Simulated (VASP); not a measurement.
Set up this calculation in VASP 6.6.1, as the native input.

```
Task                   : relaxation of shape and atoms at fixed volume
Functional             : PBE
Potentials or basis    : VASP PAW PBE potentials, release 64 (Li_sv, Be, F)
Cutoff                 : 600 eV
k mesh                 : 8 × 6 × 6
Occupations            : gaussian, width 0.02 eV
Spin                   : no spin polarisation
Dipole correction      : no
Further INCAR settings : ALGO = Normal; EDIFF = 1e-06; IBRION = 2; EDIFFG = -0.01; NSW = 50; ISIF = 4
```

The structure of LiBeF3 lies in POSCAR:

```
LiBeF3
1.0
    2.6991858243      0.0000000000      0.0000000000
    0.0000000000      2.5502734646      3.7769159629
    0.0000000000     -2.5502734646      3.7769159629
Li Be F
1 1 3
Direct
    0.5000000000      0.6874063836      0.6874063836
    0.0000000000      0.0545217065      0.0545217065
    0.0000000000      0.9097471838      0.4078928076
    0.0000000000      0.4078928076      0.9097471838
    0.5000000000      0.9397588915      0.9397588915
```

One way to write it, as run:

INCAR

```
ALGO = Normal
EDIFF = 1E-6
EDIFFG = -0.01
ENCUT = 600
GGA = PE
IBRION = 2
ISIF = 4
ISMEAR = 0
LASPH = T
LCHARG = F
LREAL = F
LWAVE = F
NELM = 100
NSW = 50
PREC = Accurate
SIGMA = 0.02
```

KPOINTS

```
k-points
0
Gamma
  8 6 6
```

Potentials or basis: VASP PAW PBE potentials, release 64 (Li_sv, Be, F).

Launch:

```sh
$ cat potpaw_PBE.64/Li_sv/POTCAR potpaw_PBE.64/Be/POTCAR potpaw_PBE.64/F/POTCAR > POTCAR
$ mpirun -np 1 vasp_std > vasp.out
```

Results of the run:

| Property | Result |
| --- | --- |
| Energy gained by relaxing | 1.8 meV/atom |
| Ionic steps | 13 |
| Pressure after relaxing | 6.1 GPa |
| Largest force after relaxing | 0.009 eV/Å |
| Band gap on the k mesh | 7.85 eV (least direct gap 7.88 eV) |

Caveat: the cutoff is under 1.25 times the usual one of these potentials, so pressure, stress and relaxed cells hold a basis-set (Pulay) error.

It took 3.5 min on 1 thread of Intel(R) Xeon(R) 6975P-C (Granite Rapids) (shared host), peak memory 0.21 GiB.
